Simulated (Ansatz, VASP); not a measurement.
## NaI in VASP and in Ansatz

File POSCAR:

```
NaI
1.0
    0.0000000000      3.5431916810      3.5431916810
    3.5431916810      0.0000000000      3.5431916810
    3.5431916810      3.5431916810      0.0000000000
Na I
1 1
Direct
    0.0000000000      0.0000000000      0.0000000000
    0.2500000000      0.2500000000      0.2500000000
```

Contents of INCAR.step1:

```
ALGO = Normal
EDIFF = 1E-4
ENCUT = 520
GGA = PE
ISMEAR = 1
LASPH = T
LCHARG = F
LREAL = F
LWAVE = T
NBANDS = 14
NELM = 100
PREC = Accurate
SIGMA = 0.2
```

Contents of INCAR.step2:

```
ALGO = Normal
EDIFF = 1E-6
ENCUT = 520
ISIF = 2
ISMEAR = 1
ISTART = 1
LASPH = T
LCHARG = F
LMIXTAU = T
LREAL = F
LWAVE = F
METAGGA = R2SCAN
NBANDS = 14
NELM = 100
PREC = Accurate
SIGMA = 0.2
```

KPOINTS

```
k-points
0
Gamma
  4 4 4
```

Input for Ansatz:

```yaml
crystal:
  lattice:
    - [0.0, 3.543191681, 3.543191681]
    - [3.543191681, 0.0, 3.543191681]
    - [3.543191681, 3.543191681, 0.0]
  atoms:
    - { symbol: Na, position: [0.0, 0.0, 0.0] }
    - { symbol: I, position: [0.25, 0.25, 0.25] }
kpoints:
  mp_grid: { grid: [4, 4, 4] }
hamiltonian:
  xc: r2scan
scf:
  occupations: { method: methfessel_paxton, width: 0.2 }
  n_extra_bands: 4
output:
  forces: true
  stress: true
  eigenvalues: true
```

Alike in both runs: task single point; functional r2SCAN; k mesh 4 × 4 × 4; occupations methfessel-paxton of order 1, width 0.2 eV; no spin polarisation.

```csv
,VASP,Ansatz
version,VASP 6.6.1,Ansatz 0.2.0
potentials or method,"VASP PAW PBE potentials, release 64 (Na_pv, I)",plane waves
plane-wave cutoff (eV),520,500
valence electrons in the cell,14,26
```

```tsv
	VASP	Ansatz	Ansatz less VASP
gap on the k mesh at the Fermi level (eV)	4.43	4.42	-0.006
pressure (GPa)	-0.1	0.0	+0.11
```

VASP's potentials were made for PBE, not for r2SCAN. VASP's potentials hold 14 valence electrons a cell and Ansatz's 26, so a difference there can come from the potentials and not from the codes.

Neither program's run includes spin-orbit coupling.
